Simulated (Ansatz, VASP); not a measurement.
# ZrC in VASP and in Ansatz

```
Zr C
1.0
     0.00000    2.30223    2.30223
     2.30223    0.00000    2.30223
     2.30223    2.30223    0.00000
Zr C
1 1
Cartesian
  2.3022 2.3022 2.3022
  0.0000 0.0000 0.0000
```

Change from the starting cell: volume scaled by 0.94.

Alike in both runs: task single point; functional PBEsol; k mesh 15 × 15 × 15; occupations fermi-dirac, width 0.05 eV; no spin polarisation.

|  | VASP | Ansatz |
| --- | --- | --- |
| version | VASP 6.6.1 | Ansatz 0.2.0 |
| potentials or method | VASP PAW PBE potentials, release 64 (Zr_sv, C), cutoff 520 eV | all-electron LAPW, scalar-relativistic |

Ansatz gave:

| Property | Result |
| --- | --- |
| pressure (GPa) | 10.8 |

**Question.** Which values does VASP return?

**Answer.** Pressure (GPa): 11.1.

VASP's potentials were made for PBE, not for PBEsol. Ansatz ran all-electron here, and VASP with PAW potentials.
